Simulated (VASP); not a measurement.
# Ca (Pm-3m) in VASP: settings compared, part 2 of 2

VASP 6.6.1. The steps go on from the part before.

## 3. Single point, revPBE+D3(BJ)

This run uses another cell than the first one, of 39.76 Å³/atom.

The input, INCAR:

```
  PREC = Accurate
  ENCUT = 520
  EDIFF = 1E-6
  ISMEAR = -1
  SIGMA = 0.1
  LREAL = False
  LASPH = True
  NELM = 60
  ALGO = Normal
  ISIF = 2
  LWAVE = False
  LCHARG = False
  GGA = RE
  IVDW = 12
  NBANDS = 11
```

The input, KPOINTS:

```
Automatic mesh
0
Gamma
  12 12 12
```

The input, POSCAR:

```
Ca
1.0
    3.4130762121      0.0000000000      0.0000000000
    0.0000000000      3.4130762121      0.0000000000
    0.0000000000      0.0000000000      3.4130762121
Ca
1
Direct
    0.0000000000      0.0000000000      0.0000000000
```

Potentials or basis: VASP PAW PBE potentials, release 64 (Ca_sv).

Launch:

```sh
cat potpaw_PBE.64/Ca_sv/POTCAR > POTCAR
mpirun -np 1 vasp_std > vasp.out
```

Wall time 13 s (1 thread of Intel Xeon 6975P-C (Granite Rapids), shared host); peak memory 0.18 GiB.

It converged, with:

| Quantity | Value |
| --- | --- |
| Free energy | -1.7975 eV |
| Pressure | 0.0 GPa |
| Band gap on the k mesh | zero (bands 5 and 6 overlap by 1.14 eV) |
| Dispersion energy per atom | -0.446 eV |

Levels at points of the mesh, in eV from the Fermi level:
| k point | band 3 | band 4 | band 5 | band 6 | band 7 | band 8 |
| --- | --- | --- | --- | --- | --- | --- |
| (0.00, 0.00, 0.00) | -23.00 | -23.00 | -3.97 | 0.85 | 0.85 | 4.37 |
| (0.50, 0.00, 0.00) | -22.98 | -22.98 | -1.12 | -0.50 | 1.40 | 3.02 |
| (0.50, 0.50, 0.00) | -23.24 | -22.95 | -0.52 | 1.06 | 2.61 | 2.61 |
| (0.50, 0.50, 0.50) | -23.20 | -23.20 | 0.64 | 0.64 | 0.64 | 5.20 |

Caveat: the PAW data sets were made with another functional, which shifts forces and pressure a little.

## 4. Single point, PBE+D3(BJ)

This run uses another cell than the first one, of 40.38 Å³/atom.

The input, INCAR:

```
PREC     = Accurate       # precision mode
ENCUT    = 520            # plane-wave cutoff, eV
EDIFF    = 1E-6           # SCF threshold, eV
ISMEAR   = -1             # smearing method
SIGMA    = 0.1            # smearing width, eV
LREAL    = F              # projectors in reciprocal space
LASPH    = T              # aspherical terms in the spheres
NELM     = 60             # most SCF steps
ALGO     = Normal         # electronic algorithm
ISIF     = 2              # what is computed and relaxed
LWAVE    = F              # write WAVECAR
LCHARG   = F              # write CHGCAR
GGA      = PE             # functional
IVDW     = 12             # dispersion correction
NBANDS   = 11             # bands
```

The input, KPOINTS:

```
regular mesh
0
Gamma
  12 12 12
```

The input, POSCAR:

```
Ca
1.0
    3.4306204042      0.0000000000      0.0000000000
    0.0000000000      3.4306204042      0.0000000000
    0.0000000000      0.0000000000      3.4306204042
Ca
1
Direct
    0.0000000000      0.0000000000      0.0000000000
```

Potentials or basis: VASP PAW PBE potentials, release 64 (Ca_sv).

Launch:

```sh
cat potpaw_PBE.64/Ca_sv/POTCAR > POTCAR
mpirun -np 1 vasp_std > vasp.out
```

OUTCAR:

```text
PREC = Accurate
   ENCUT = 520
   EDIFF = 1E-6
   ISMEAR = -1
   LREAL = F
   LASPH = T
   NELM = 60
   ISIF = 2
   GGA = PE
   IVDW = 12
 IVDW          = 12

 ion  position               nearest neighbor table
   1  0.000  0.000  0.000-

  LATTYP: Found a simple cubic cell.
 ALAT       =     3.4306204042

  Lattice vectors:

 A1 = (   3.4306204042,   0.0000000000,   0.0000000000)
 A2 = (   0.0000000000,   3.4306204042,   0.0000000000)
[... 515 lines left out ...]
     11       7.6064      0.00000

 [... further k-points ...]

------------------------ aborting loop because EDIFF is reached ----------------------------------------

 Edisp (eV)   -0.24150

 E8    (eV) :    -0.1224

  FORCE on cell =-STRESS in cart. coord.  units (eV):
  Direction    XX          YY          ZZ          XY          YZ          ZX
  --------------------------------------------------------------------------------------
  -------------------------------------------------------------------------------------
  Total      -0.00601    -0.00601    -0.00601     0.00000    -0.00000     0.00000
  in kB      -0.23858    -0.23858    -0.23858     0.00000    -0.00000     0.00000
  external pressure =       -0.24 kB  Pullay stress =        0.00 kB

 VOLUME and BASIS-vectors are now :
 -----------------------------------------------------------------------------
  energy-cutoff  :      520.00
  volume of cell :       40.38
      direct lattice vectors                 reciprocal lattice vectors
     3.430620404  0.000000000  0.000000000     0.291492466  0.000000000  0.000000000
     0.000000000  3.430620404  0.000000000     0.000000000  0.291492466  0.000000000
     0.000000000  0.000000000  3.430620404     0.000000000  0.000000000  0.291492466

 POSITION                                       TOTAL-FORCE (eV/Angst)
 -----------------------------------------------------------------------------------
      0.00000      0.00000      0.00000         0.000000      0.000000      0.000000
 -----------------------------------------------------------------------------------
    total drift:                               -0.000000     -0.000000     -0.000000

  FREE ENERGIE OF THE ION-ELECTRON SYSTEM (eV)
  ---------------------------------------------------
  free  energy   TOTEN  =        -1.7843337849 eV

  energy  without entropy=       -1.7547865163  energy(sigma->0) =       -1.76956015
```

Wall time 14 s (1 thread of Intel Xeon 6975P-C (Granite Rapids), shared host); peak memory 0.18 GiB.

Results:

- Free energy: -1.7843 eV
- Pressure: 0.0 GPa
- Band gap on the k mesh: zero (bands 5 and 6 overlap by 1.12 eV)
- Dispersion energy per atom: -0.241 eV

Levels at points of the mesh, in eV from the Fermi level:
```csv
k point,band 2,band 3,band 4,band 5,band 6,band 7,band 8,band 9
"(0.00, 0.00, 0.00)",-22.97,-22.97,-22.97,-3.95,0.81,0.81,4.31,4.31
"(0.50, 0.00, 0.00)",-23.23,-22.94,-22.94,-1.16,-0.48,1.35,2.98,2.98
"(0.50, 0.50, 0.00)",-23.19,-23.19,-22.92,-0.49,0.99,2.56,2.56,3.30
"(0.50, 0.50, 0.50)",-23.16,-23.16,-23.16,0.64,0.64,0.64,5.12,5.12
```

## 5. Relaxation of cell and atoms, LDA

This run uses another cell than the first one, of 17.88 Å³/atom.

The input, INCAR:

```
SYSTEM = Ca
PREC = Accurate
ENCUT = 600
EDIFF = 1E-6
ISMEAR = -1
SIGMA = 0.1
LREAL = .False.
LASPH = .True.
NELM = 80
ALGO = Normal
ISIF = 3
LWAVE = .False.
LCHARG = .False.
IBRION = 2
NSW = 80
EDIFFG = -0.01
```

The input, KPOINTS:

```
regular mesh
0
Gamma
  12 12 12
  0 0 0
```

The input, POSCAR:

```
Ca
1.0
    2.6150000000      0.0000000000      0.0000000000
    0.0000000000      2.6150000000      0.0000000000
    0.0000000000      0.0000000000      2.6150000000
Ca
1
Direct
    0.0000000000      0.0000000000      0.0000000000
```

Potentials or basis: VASP PAW LDA potentials, release 64 (Ca_sv).

Launch:

```sh
cat potpaw_LDA.64/Ca_sv/POTCAR > POTCAR
mpirun -np 1 vasp_std > vasp.out
```

It took 30 s on 1 thread of Intel Xeon 6975P-C (Granite Rapids), shared host; peak memory 0.14 GiB.

Results (log left out):

* Free energy: -1.8354 eV
* Relaxed volume: 37.84 Å³/atom
* Relaxed cell: a = 3.357 Å, b = 3.357 Å, c = 3.357 Å, α = 90.00°, β = 90.00°, γ = 90.00°
* Space group after relaxing (to 0.1 Å): Pm-3m (No. 221)
* Energy gained by relaxing: 1231.1 meV/atom
* Ionic steps: 6
* Pressure after relaxing: 0.0 GPa
* Band gap on the k mesh: zero (bands 5 and 6 overlap by 0.94 eV)

The path:
| step | energy change (eV) | largest force (eV/Å) | pressure (GPa) | volume (Å³) |
| --- | --- | --- | --- | --- |
| 1 | 0.0000 | 0.0000 | 35.01 | 17.88 |
| 2 | -1.1367 | 0.0000 | 4.50 | 30.02 |
| 3 | -1.2126 | 0.0000 | 1.66 | 34.13 |
| 4 | -1.2040 | 0.0000 | -1.44 | 43.43 |
| 5 | -1.2309 | 0.0000 | -0.14 | 38.36 |
| 6 | -1.2311 | 0.0000 | 0.04 | 37.84 |

Final structure:
```cif
data_structure
_symmetry_space_group_name_H-M 'P 1'
_symmetry_Int_Tables_number 1
_cell_length_a 3.3573
_cell_length_b 3.3573
_cell_length_c 3.3573
_cell_angle_alpha 90.000
_cell_angle_beta 90.000
_cell_angle_gamma 90.000
_cell_volume 37.84
loop_
_atom_site_label
_atom_site_type_symbol
_atom_site_fract_x
_atom_site_fract_y
_atom_site_fract_z
_atom_site_occupancy
Ca1 Ca 0.00000 0.00000 0.00000 1
```

Levels at points of the mesh, in eV from the Fermi level:
| k point | band 1 | band 2 | band 3 | band 4 | band 5 | band 6 | band 7 | band 8 | band 9 |
| --- | --- | --- | --- | --- | --- | --- | --- | --- | --- |
| (0.00, 0.00, 0.00) | -41.48 | -22.62 | -22.62 | -22.62 | -4.01 | 0.69 | 0.69 | 4.47 | 4.47 |
| (0.50, 0.00, 0.00) | -41.45 | -22.95 | -22.59 | -22.59 | -1.18 | -0.34 | 1.25 | 3.03 | 3.03 |
| (0.50, 0.50, 0.00) | -41.41 | -22.91 | -22.91 | -22.56 | -0.59 | 0.95 | 2.82 | 2.82 | 3.37 |
| (0.50, 0.50, 0.50) | -41.38 | -22.87 | -22.87 | -22.87 | 0.57 | 0.57 | 0.57 | 5.36 | 6.08 |

Caveat: the volume moved by over 15 % at a fixed basis, so the end points are rough.

## 6. Overview

| task | level | potentials or basis | cell | cutoff (eV) | gap on the mesh (eV) | pressure (GPa) |
| --- | --- | --- | --- | --- | --- | --- |
| single point | LDA | VASP PAW LDA potentials, release 64 (Ca_sv) | a = 3.367 Å, 1 atom | 520 | none | 0.0 |
| single point | revPBE+D3(BJ) | VASP PAW PBE potentials, release 64 (Ca_sv) | a = 3.413 Å, 1 atom | 520 | none | 0.0 |
| single point | PBE+D3(BJ) | VASP PAW PBE potentials, release 64 (Ca_sv) | a = 3.431 Å, 1 atom | 520 | none | 0.0 |
| relaxation of cell and atoms | LDA | VASP PAW LDA potentials, release 64 (Ca_sv) | relaxed from a = 2.615 Å, 1 atom | 600 | none | 0.0 |

Alike in all rows: no spin polarisation; k mesh 12 × 12 × 12; smearing fermi-dirac 0.1 eV.

Caveats: the PAW data sets were made with another functional, which shifts forces and pressure a little (at least some runs); the volume moved by over 15 % at a fixed basis, so the end points are rough (at least some runs).

Total energies depend on the potentials used, so only differences within one code and one set of settings carry meaning.
